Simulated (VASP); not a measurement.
The system is Sr.

```
CELL_PARAMETERS angstrom
3.66429 0.00000 0.00000
-1.83215 3.17337 0.00000
0.00000 0.00000 5.68944
ATOMIC_POSITIONS crystal
Sr 0.33333 0.66667 0.25000
Sr 0.66667 0.33333 0.75000
```

This isn't the form of Sr at room conditions, which is fcc.

* Program: VASP 6.6.1
* Task: relaxation of cell and atoms
* Functional: PBEsol
* Potentials or basis: VASP PAW PBE potentials, release 64 (Sr_sv)
* Cutoff: 500 eV
* k mesh: 6 × 6 × 4
* Occupations: gaussian, width 0.1 eV
* Spin: no spin polarisation

At the start: pressure 10.5 GPa; volume 33.08 Å³/atom.

Question: How do energy, volume and symmetry change on relaxing?

Answer: Over 4 steps the energy falls by 479.1 meV/atom and the volume is 52.20 Å³/atom (+57.8 %); space group P6_3/mmc (No. 194, to 0.1 Å) before and after.

The path:
| step | energy change (eV) | largest force (eV/Å) | pressure (GPa) | volume (Å³) |
| --- | --- | --- | --- | --- |
| 1 | 0.0000 | 0.0000 | 10.49 | 66.16 |
| 2 | -0.8479 | 0.0000 | 2.47 | 89.11 |
| 3 | -0.9536 | 0.0000 | 0.43 | 101.30 |
| 4 | -0.9581 | 0.0000 | 0.05 | 104.40 |

Final structure:
```cif
data_structure
_symmetry_space_group_name_H-M 'P 1'
_symmetry_Int_Tables_number 1
_cell_length_a 4.2036
_cell_length_b 4.2036
_cell_length_c 6.8222
_cell_angle_alpha 90.000
_cell_angle_beta 90.000
_cell_angle_gamma 120.000
_cell_volume 104.40
loop_
_atom_site_label
_atom_site_type_symbol
_atom_site_fract_x
_atom_site_fract_y
_atom_site_fract_z
_atom_site_occupancy
Sr1 Sr 0.33333 0.66667 0.25000 1
Sr2 Sr 0.66667 0.33333 0.75000 1
```

Caveat: the volume moved by over 15 % at a fixed basis, so the end points are rough; the PAW data sets were made with another functional, which shifts forces and pressure a little.
